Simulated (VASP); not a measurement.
Here is a VASP 6.6.1 calculation.

The input INCAR:

```
AGGAC = 1.0
AGGAX = 1.0
ALDAC = 0.0
ALDAX = 1.0
ALGO = Normal
EDIFF = 1E-7
ENCUT = 520
GGA = B5
ISIF = 2
ISMEAR = 0
IVDW = 12
LASPH = T
LCHARG = F
LREAL = F
LWAVE = F
NBANDS = 25
NELM = 60
PREC = Accurate
SIGMA = 0.01
VDW_A1 = 0.4298
VDW_A2 = 4.2359
VDW_S6 = 1.0
VDW_S8 = 2.6996
```

The input KPOINTS:

```
k-points
0
Gamma
  6 6 4
```

POSCAR

```
NaLiZnS2
1.0
    3.8811674508      0.0000000000      0.0000000000
   -1.9405837254      3.3611896087      0.0000000000
    0.0000000000      0.0000000000      6.5512246010
Na Li Zn S
1 1 1 2
Direct
    0.0000000000      0.0000000000      0.0221117400
    0.3333333333      0.6666666667      0.3536124402
    0.6666666667      0.3333333333      0.6152124231
    0.3333333333      0.6666666667      0.7450251599
    0.6666666667      0.3333333333      0.2640382369
```

Potentials or basis: VASP PAW PBE potentials, release 64 (Na_pv, Li_sv, Zn, S).

The run is started by

```sh
$ cat potpaw_PBE.64/Na_pv/POTCAR potpaw_PBE.64/Li_sv/POTCAR potpaw_PBE.64/Zn/POTCAR potpaw_PBE.64/S/POTCAR > POTCAR
$ mpirun -np 1 vasp_std > vasp.out
```

(1) Estimate the largest force.

(2) Estimate the dispersion energy per atom.

Answers

(1) 0.020 eV/Å.

(2) -0.676 eV.

Caveat: the PAW data sets were made with another functional, which shifts forces and pressure a little.
